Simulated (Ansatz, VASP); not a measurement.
# SiGe in VASP and in Ansatz

```
Si Ge
1.0
     4.08844    0.00000    0.00000
    -2.04422    3.54069    0.00000
     0.00000    0.00000    5.62978
Si Ge
2 2
Direct
  0.66667 0.33333 0.87455
  0.33333 0.66667 0.37455
  0.66667 0.33333 0.50045
  0.33333 0.66667 0.00045
```

Alike in both runs: task single point; functional PBEsol; k mesh 12 × 12 × 6; occupations gaussian, width 0.03 eV; no spin polarisation.

|  | VASP | Ansatz |
| --- | --- | --- |
| version | VASP 6.6.1 | Ansatz 0.2.0 |
| potentials or method | VASP PAW PBE potentials, release 64 (Si, Ge_d), cutoff 520 eV | scalar-relativistic, plane waves, PAW |
| valence electrons in the cell | 36 | 36 |

VASP gave:

* gap on the k mesh at the Fermi level (eV): none
* pressure (GPa): 9.4
* traceless stress, the component that is largest in VASP (GPa): 34.44
* rms of the force components (eV/Å): 2.109

Question: What did Ansatz give for the same quantities?

Answer: gap on the k mesh at the Fermi level (eV): none; pressure (GPa): 9.4; traceless stress, the component that is largest in VASP (GPa): 34.48; rms of the force components (eV/Å): 2.120.

VASP's potentials were made for PBE, not for PBEsol, and Ansatz warns of the same on its side. Atom by atom the forces differ by 0.011 eV/Å (rms over components). A gap of «none» marks a metal or a gap that the smearing closes. With one functional, cell and mesh, what is left measures potentials, basis and numerics.
